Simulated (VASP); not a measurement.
# Ge in VASP: a series of runs, part 2 of 2

VASP 6.6.1. The steps go on from the part before.

## 4. Single point, PBEsol

This run uses another cell than the first one, of 18.41 Å³/atom, 0.832 times its volume.

The input, INCAR:

```
SYSTEM = Ge
  PREC = Accurate
  ENCUT = 520
  EDIFF = 1E-6
  ISMEAR = 0
  SIGMA = 0.15
  LREAL = .False.
  LASPH = .True.
  NELM = 80
  ALGO = Normal
  ISIF = 2
  LWAVE = .False.
  LCHARG = .False.
  GGA = PS
  NBANDS = 13
```

The input, KPOINTS:

```
regular mesh
0
Gamma
  14 14 12
  0 0 0
```

The input, POSCAR:

```
Ge
1.0
    1.3826056149     -2.5195012411      0.0000000000
    1.3826056149      2.5195012411      0.0000000000
    0.0000000000      0.0000000000      2.6427277822
Ge
1
Direct
    0.5000000000      0.5000000000      0.0000000000
```

Started as:

```
$ cat potpaw_PBE.64/Ge_d/POTCAR > POTCAR
$ mpirun -np 1 vasp_std > vasp.out
```

Run time: 58 s. Hardware: 1 thread of AMD EPYC 9R45 (Zen 5), shared host; peak memory 0.16 GiB.

It converged, with:

```yaml
Free_energy: -4.7504 eV
Pressure: -0.1 GPa
Band_gap_on_the_k_mesh: zero (band 7 reaches 13.87 eV, above the bottom of band 8 at 3.89 eV)
```

Stress tensor (GPa, compression positive):
```
 2.49  0.00  0.00
 0.00 -1.73  0.00
 0.00  0.00 -1.15
```

Levels at points of the mesh, in eV from the Fermi level:
```csv
k point,band 5,band 6,band 7,band 8,band 9,band 10
"(0.00, 0.00, 0.00)",-24.44,-13.39,6.99,7.87,8.96,10.46
"(0.50, 0.00, 0.00)",-24.46,-8.02,-5.70,3.76,7.79,11.15
"(0.50, 0.50, 0.00)",-24.45,-8.66,-5.88,5.08,9.04,10.65
"(0.00, 0.00, 0.50)",-24.48,-9.31,-6.10,10.98,12.08,16.74
"(0.50, 0.00, 0.50)",-24.36,-3.50,-2.43,-1.81,3.46,6.87
"(0.50, 0.50, 0.50)",-24.37,-4.23,-2.56,-2.29,3.17,8.21
```

Caveat: the PAW data sets were made with another functional, which shifts forces and pressure a little.

## 5. Single point, PBEsol

This run uses another cell than the first one, of 18.41 Å³/atom, 0.832 times its volume.

The input, INCAR:

```
SYSTEM = Ge
ALGO     = Normal         ! electronic algorithm
EDIFF    = 1E-7           ! SCF threshold, eV
ENCUT    = 520            ! plane-wave cutoff, eV
GGA      = PS             ! functional
ISIF     = 2              ! what is computed and relaxed
ISMEAR   = 0              ! smearing method
LASPH    = .TRUE.         ! aspherical terms in the spheres
LCHARG   = .FALSE.        ! write CHGCAR
LREAL    = .FALSE.        ! projectors in reciprocal space
LWAVE    = .FALSE.        ! write WAVECAR
NBANDS   = 13             ! bands
NELM     = 100            ! most SCF steps
PREC     = Accurate       ! precision mode
SIGMA    = 0.1            ! smearing width, eV
```

The input, KPOINTS:

```
k-points
0
G
  16 16 16
  0 0 0
```

POSCAR is that of step 4.

Potentials or basis: VASP PAW PBE potentials, release 64 (Ge_d).

Started as:

```
$ cat potpaw_PBE.64/Ge_d/POTCAR > POTCAR
$ mpirun -np 1 vasp_std > vasp.out
```

OUTCAR:

```text
SYSTEM = Ge
   EDIFF = 1E-7
   ENCUT = 520
   GGA = PS
   ISIF = 2
   ISMEAR = 0
   LASPH = .TRUE.
   LREAL = .FALSE.
   NELM = 100
   PREC = Accurate

 ion  position               nearest neighbor table
   1  0.500  0.500  0.000-

  LATTYP: Found a base centered orthorhombic cell.
 ALAT       =     2.7652112298
 B/A-ratio  =     1.8222848323
 C/A-ratio  =     0.9557055728

  Lattice vectors:

 A1 = (   1.3826056149,  -2.5195012411,   0.0000000000)
 A2 = (   1.3826056149,   2.5195012411,   0.0000000000)
 A3 = (   0.0000000000,   0.0000000000,   2.6427277822)

Analysis of symmetry for initial positions (statically):
=====================================================================
 Subroutine PRICEL returns:
 Original cell was already a primitive cell.

 Routine SETGRP: Setting up the symmetry group for a
 base centered orthorhombic supercell.

 Subroutine GETGRP returns: Found  8 space group operations
 (whereof  8 operations were pure point group operations)
 out of a pool of  8 trial point group operations.

The static configuration has the point symmetry D_2h.

Analysis of symmetry for dynamics (positions and initial velocities):
=====================================================================
 Subroutine PRICEL returns:
 Original cell was already a primitive cell.

 Routine SETGRP: Setting up the symmetry group for a
 base centered orthorhombic supercell.

 Subroutine GETGRP returns: Found  8 space group operations
 (whereof  8 operations were pure point group operations)
 out of a pool of  8 trial point group operations.

The dynamic configuration has the point symmetry D_2h.

 Subroutine INISYM returns: Found  8 space group operations
 (whereof  8 operations are pure point group operations),
 and found     1 'primitive' translations

----------------------------------------------------------------------------------------

                                     Primitive cell

  volume of cell :      18.4118

  direct lattice vectors                    reciprocal lattice vectors
     1.382605615 -2.519501241  0.000000000     0.361636026 -0.198451976  0.000000000
     1.382605615  2.519501241  0.000000000     0.361636026  0.198451976  0.000000000
     0.000000000  0.000000000  2.642727782     0.000000000  0.000000000  0.378396900

  length of vectors
     2.873931939  2.873931939  2.642727782     0.412509154  0.412509154  0.378396900

  position of ions in fractional coordinates (direct lattice)
     0.500000000  0.500000000  0.000000000

  ion indices of the primitive-cell ions
   primitive index   ion index
                 1           1

----------------------------------------------------------------------------------------

 KPOINTS: k-points

Automatic generation of k-mesh.
 Grid dimensions read from file:
 generate k-points for:   16   16   16

 Generating k-lattice:

  Cartesian coordinates                     Fractional coordinates (reciprocal lattice)
     0.022602252 -0.012403249  0.000000000     0.062500000  0.000000000  0.000000000
     0.022602252  0.012403249  0.000000000     0.000000000  0.062500000  0.000000000
     0.000000000  0.000000000  0.023649806     0.000000000  0.000000000  0.062500000

  Length of vectors
     0.025781822  0.025781822  0.023649806

  Shift w.r.t. Gamma in fractional coordinates (k-lattice)
     0.000000000  0.000000000  0.000000000

 Subroutine IBZKPT returns following result:
 ===========================================

 Found    657 irreducible k-points:

 Following reciprocal coordinates:
            Coordinates               Weight
  0.000000  0.000000  0.000000      1.000000
  0.062500 -0.000000  0.000000      4.000000
  0.125000 -0.000000  0.000000      4.000000
  0.187500 -0.000000  0.000000      4.000000
  0.250000 -0.000000  0.000000      4.000000
  0.312500  0.000000  0.000000      4.000000
[... 16 lines left out ...]
 -0.125000  0.062500  0.000000      4.000000
 -0.062500  0.062500  0.000000      2.000000
 [... further k-points ...]
   k-points           NKPTS =    657   k-points in BZ     NKDIM =    657   number of bands    NBANDS=     13
   number of dos      NEDOS =    301   number of ions     NIONS =      1
   total plane-waves  NPLWV =  11520
   dimension x,y,z NGX =    24 NGY =   24 NGZ =   20
   dimension x,y,z NGXF=    48 NGYF=   48 NGZF=   40
   ions per type =               1
   NGX,Y,Z   is equivalent  to a cutoff of  13.88, 13.88, 12.58 a.u.
   NGXF,Y,Z  is equivalent  to a cutoff of  27.77, 27.77, 25.16 a.u.
 SYSTEM =  Ge
   PREC   = accura    normal or accurate (medium, high low for compatibility)
   ISTART =      0    job   : 0-new  1-cont  2-samecut
   ICHARG =      2    charge: 1-file 2-atom 10-const
   ISPIN  =      1    spin polarized calculation?
   LNONCOLLINEAR =      F non collinear calculations
   LSORBIT =      F    spin-orbit coupling
   LASPH  =      T    aspherical Exc in radial PAW
   ENCUT  =  520.0 eV  38.22 Ry    6.18 a.u.   5.34  5.34  4.91*2*pi/ulx,y,z
   NELM   =    100;   NELMIN=  2; NELMDL= -5     # of ELM steps
   EDIFF  = 0.1E-06   stopping-criterion for ELM
   LREAL  =      F    real-space projection
   EDIFFG = 0.1E-05   stopping-criterion for IOM
   NSW    =      0    number of steps for IOM
   IBRION =     -1    ionic relax: 0-MD 1-quasi-New 2-CG
   NFREE  =      0    steps in history (QN), initial steepest desc. (CG)
   ISIF   =      2    stress and relaxation
   ISYM   =      2    0-nonsym 1-usesym 2-fastsym
   POTIM  = 0.5000    time-step for ionic-motion
   TEBEG  =    0.0;   TEEND  =   0.0 temperature during run
   PSTRESS=    0.0 pullay stress
   NELECT =      14.0000    total number of electrons
   NUPDOWN=      -1.0000    fix difference up-down
   EMIN   =  10.00;   EMAX   =-10.00  energy-range for DOS
   EFERMI =   0.00;   METHOD = LEGACY
   ISMEAR =     0;   SIGMA  =   0.10  broadening in eV -4-tet -1-fermi 0-gaus
   EFERMI_NEDOS =   21; number of points for ismear=-14 and -15
   IALGO  =     38    algorithm
   IMIX   =      4    mixing-type and parameters
     AMIX     =   0.40;   BMIX     =  1.00
     AMIX_MAG =   1.60;   BMIX_MAG =  1.00
  volume/ion in A,a.u.               =      18.41       124.25
  Fermi-wavevector in a.u.,A,eV,Ry     =   1.494236  2.823696 30.378271  2.232740
  Thomas-Fermi vector in A             =   2.606534
   LORBIT       =      0    0 simple, 1 ext, 2 COOP (PROOUT), +10 PAW based schemes
   GGA     = PS    functional components
   LHFCALC =     F    Hartree Fock is set to
   AEXX    =    0.0000 exact exchange contribution
   IVDW    =     0    specifies the selected vdW correction
   LEPSILON=     F    determine dielectric tensor
   LRPA    =     F    only Hartree local field effects (RPA)
 non-spin polarized calculation
 Gauss-broadening in eV      SIGMA  =   0.10
  energy-cutoff  :      520.00
  volume of cell :       18.41
 maximum number of plane-waves:       508
 NGX is ok and might be reduce to    24

 number of electron      13.9999994 magnetization

 Free energy of the ion-electron system (eV)
  ---------------------------------------------------
  ext. energy  EPLUGINS =         0.00000000
  ---------------------------------------------------
  free energy    TOTEN  =        -4.75097348 eV

  energy without entropy =       -4.74912477  energy(sigma->0) =       -4.75004912

 E-fermi :   6.7686     XC(G=0): -11.5043

 val. band max:        6.7609556360   @ k =   0.3750   0.0625   0.3750
 cond. band min:       6.7708661028   @ k =   0.5000   0.3125   0.3750
 fundamental gap:      0.0099104667
 Fermi energy:         6.7685959571

 k-point     1 :       0.0000    0.0000    0.0000
  band No.  band energies     occupation
      1     -17.9617      2.00000
      2     -17.8744      2.00000
      3     -17.8315      2.00000
      4     -17.6996      2.00000
      5     -17.6865      2.00000
      6      -6.6398      2.00000
      7      13.7474      0.00000
      8      14.6279      0.00000
      9      15.7178      0.00000
     10      17.2132      0.00000
     11      20.0795      0.00000
     12      21.8441      0.00000
     13      22.2178      0.00000
[... 353 lines left out ...]
 k-point    24 :      -0.0625    0.0625    0.0000
  band No.  band energies     occupation
      1     -17.9595      2.00000
      2     -17.8747      2.00000
      3     -17.8272      2.00000
      4     -17.7015      2.00000
      5     -17.6869      2.00000
      6      -6.5492      2.00000
      7      13.5038      0.00000
      8      13.8358      0.00000
      9      15.4306      0.00000
     10      17.4969      0.00000
     11      19.8765      0.00000
     12      22.3041      0.00000
     13      22.3491      0.00000

 [... further k-points ...]
[... 5 lines left out ...]
  --------------------------------------------------------------------------------------
  -------------------------------------------------------------------------------------
  Total       -0.0067046     -0.0108777     -0.0202154     -0.0000000      0.0000000      0.0000000
  in kB       -0.5834267     -0.9465667     -1.7591255     -0.0000000      0.0000000      0.0000000
  external PRESSURE =      -1.0963730 kB  Pullay stress =       0.0000000 kB

 VOLUME and BASIS-vectors are now :
 -----------------------------------------------------------------------------
  energy-cutoff  :      520.00
  volume of cell :       18.41
      direct lattice vectors                 reciprocal lattice vectors
     1.382605615 -2.519501241  0.000000000     0.361636026 -0.198451976  0.000000000
     1.382605615  2.519501241  0.000000000     0.361636026  0.198451976  0.000000000
     0.000000000  0.000000000  2.642727782     0.000000000  0.000000000  0.378396900

 POSITION                                       TOTAL-FORCE (eV/Angst)
 -----------------------------------------------------------------------------------
      1.38261      0.00000      0.00000         0.000000      0.000000      0.000000
 -----------------------------------------------------------------------------------
    total drift:                               -0.000000     -0.000000     -0.000000

  FREE ENERGIE OF THE ION-ELECTRON SYSTEM (eV)
  ---------------------------------------------------
  free  energy   TOTEN  =        -4.7509734807 eV

  energy  without entropy=       -4.7491247683  energy(sigma->0) =       -4.75004912
```

Run time: 96 s. Hardware: 1 thread of AMD EPYC 9R45 (Zen 5), shared host; peak memory 0.21 GiB.

Results:

```
Free energy            : -4.7510 eV
Pressure               : -0.1 GPa
Band gap on the k mesh : zero (band 7 reaches 13.85 eV, above the bottom of band 8 at 3.76 eV)
```

Caveat: the PAW data sets were made with another functional, which shifts forces and pressure a little.

## 6. Single point, PBEsol

This run uses another cell than the first one: it holds 2 atoms, not 1.

The input, INCAR:

```
SYSTEM = Ge
PREC     = Accurate       ! precision mode
ENCUT    = 520            ! plane-wave cutoff, eV
EDIFF    = 1E-6           ! SCF threshold, eV
ISMEAR   = 0              ! smearing method
SIGMA    = 0.15           ! smearing width, eV
LREAL    = .FALSE.        ! projectors in reciprocal space
LASPH    = .TRUE.         ! aspherical terms in the spheres
NELM     = 100            ! most SCF steps
ALGO     = Normal         ! electronic algorithm
ISIF     = 2              ! what is computed and relaxed
LWAVE    = .FALSE.        ! write WAVECAR
LCHARG   = .FALSE.        ! write CHGCAR
GGA      = PS             ! functional
NBANDS   = 21             ! bands
```

The input, KPOINTS:

```
Automatic mesh
0
G
  12 12 8
  0 0 0
```

The input, POSCAR:

```
Ge
1.0
    0.0000000000      0.0000000000     -2.6427277822
    2.7652112297      0.0000000000      0.0000000000
    0.0000000000     -5.0390024823      0.0000000000
Ge
2
Direct
    0.0000000000      0.5000000000      0.0000000000
    0.0000000000      0.0000000000      0.5000000000
```

Potentials or basis: VASP PAW PBE potentials, release 64 (Ge_d).

Started as:

```
$ cat potpaw_PBE.64/Ge_d/POTCAR > POTCAR
$ mpirun -np 1 vasp_std > vasp.out
```

Wall time 1.8 min (1 thread of AMD EPYC 9R45 (Zen 5), shared host); peak memory 0.23 GiB.

It converged, with:

- Free energy: -9.5048 eV
- Pressure: 0.1 GPa
- Band gap on the k mesh: zero (band 14 reaches 11.93 eV, above the bottom of band 15 at 4.47 eV)

Stress tensor (GPa, compression positive):
```
 2.20  0.00  0.00
 0.00 -2.63  0.00
 0.00  0.00  0.69
```

Levels at points of the mesh, in eV from the Fermi level:
```csv
k point,band 12,band 13,band 14,band 15,band 16,band 17
"(0.00, 0.00, 0.00)",-8.70,-5.91,5.05,6.96,7.84,8.93
"(0.50, 0.00, 0.00)",-6.14,-4.26,-2.59,-2.32,3.13,8.18
"(0.00, 0.50, 0.00)",-8.70,-3.17,-3.17,-0.88,-0.88,10.97
"(0.50, 0.50, 0.00)",-4.54,-2.04,-2.04,0.63,0.63,2.47
"(0.00, 0.00, 0.50)",-11.98,0.22,0.22,6.47,6.47,8.31
"(0.50, 0.00, 0.50)",-7.92,-4.77,-4.77,3.91,3.91,8.29
"(0.00, 0.50, 0.50)",-8.05,-5.74,-5.74,3.72,3.72,7.76
"(0.50, 0.50, 0.50)",-3.53,-2.46,-2.46,-1.84,-1.84,3.42
```

Caveat: the PAW data sets were made with another functional, which shifts forces and pressure a little.

## 7. The runs side by side

| cell | k mesh | smearing | gap on the mesh (eV) | pressure (GPa) |
| --- | --- | --- | --- | --- |
| a = 3.053, b = 3.053, c = 2.825 Å, angles 90.0, 90.0, 122.8°, 1 atom | 16 × 16 × 16 | gaussian 0.1 eV | none | -9.5 |
| a = 2.861, b = 2.859, c = 2.639 Å, angles 90.0, 90.0, 121.6°, 1 atom | 16 × 16 × 14 | gaussian 0.1 eV | none | 0.3 |
| a = 2.874, b = 2.874, c = 2.643 Å, angles 90.0, 90.0, 122.5°, 1 atom | 14 × 14 × 12 | gaussian 0.15 eV | none | -0.1 |
| a = 2.874, b = 2.874, c = 2.643 Å, angles 90.0, 90.0, 122.5°, 1 atom | 16 × 16 × 16 | gaussian 0.1 eV | none | -0.1 |
| a = 2.643, b = 2.765, c = 5.039 Å, 2 atoms | 12 × 12 × 8 | gaussian 0.15 eV | none | 0.1 |

Alike in all rows: task single point; level PBEsol; potentials or basis VASP PAW PBE potentials, release 64 (Ge_d); no spin polarisation; cutoff (eV) 520.

Caveats: the PAW data sets were made with another functional, which shifts forces and pressure a little.

Absolute energies hang on the potentials; compare differences alone.
